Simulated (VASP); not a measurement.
## Rb: relaxation of shape and atoms at fixed volume with PBE

Crystal: Rb.

```xyz
2
Lattice="5.1148 0.0000 0.0000 -2.5574 4.4295 0.0000 0.0000 0.0000 8.3085" Properties=species:S:1:pos:R:3 pbc="T T T"
Rb    2.5574    1.4765    2.0769
Rb    0.0000    2.9530    6.2316
```

This isn't the form of Rb at room conditions, which is bcc.

| Property | Result |
| --- | --- |
| Program | VASP 6.6.1 |
| Task | relaxation of shape and atoms at fixed volume |
| Functional | PBE |
| Potentials or basis | VASP PAW PBE potentials, release 64 (Rb_sv) |
| Cutoff | 600 eV |
| k mesh | 12 × 12 × 8 |
| Occupations | gaussian, width 0.1 eV |
| Spin | no spin polarisation |
| Dipole correction | no |
| Further INCAR settings | ALGO = Fast; EDIFF = 1e-07; IBRION = 2; EDIFFG = -0.01; NSW = 50; ISIF = 4 |

| Item | Value |
| --- | --- |
| Pressure after relaxing | -0.1 GPa |
| Band gap on the k mesh | zero (bands 9 and 10 overlap by 2.33 eV) |

Final structure:
```yaml
crystal:
  lattice:
    - [5.11476, 0.00000, 0.00000]
    - [-2.55738, 4.42951, 0.00000]
    - [0.00000, 0.00000, 8.30851]
  atoms:
    - { symbol: Rb, position: [0.66667, 0.33333, 0.24998] }
    - { symbol: Rb, position: [0.33333, 0.66667, 0.75002] }
```

Levels at points of the mesh, in eV from the Fermi level:
| k point | band 7 | band 8 | band 9 | band 10 | band 11 | band 12 |
| --- | --- | --- | --- | --- | --- | --- |
| (0.00, 0.00, 0.00) | -12.96 | -12.95 | -1.92 | 0.16 | 0.66 | 3.44 |
| (0.50, 0.00, 0.00) | -12.97 | -12.97 | 0.04 | 0.30 | 1.32 | 1.56 |
| (0.00, 0.00, 0.50) | -12.96 | -12.96 | -1.27 | -1.27 | 2.32 | 2.32 |
| (0.50, 0.00, 0.50) | -12.98 | -12.98 | 0.42 | 0.42 | 0.88 | 0.88 |

Run time: 16 min on 1 thread of Intel Xeon 8259CL, with other jobs on the host, peak memory 0.54 GiB.
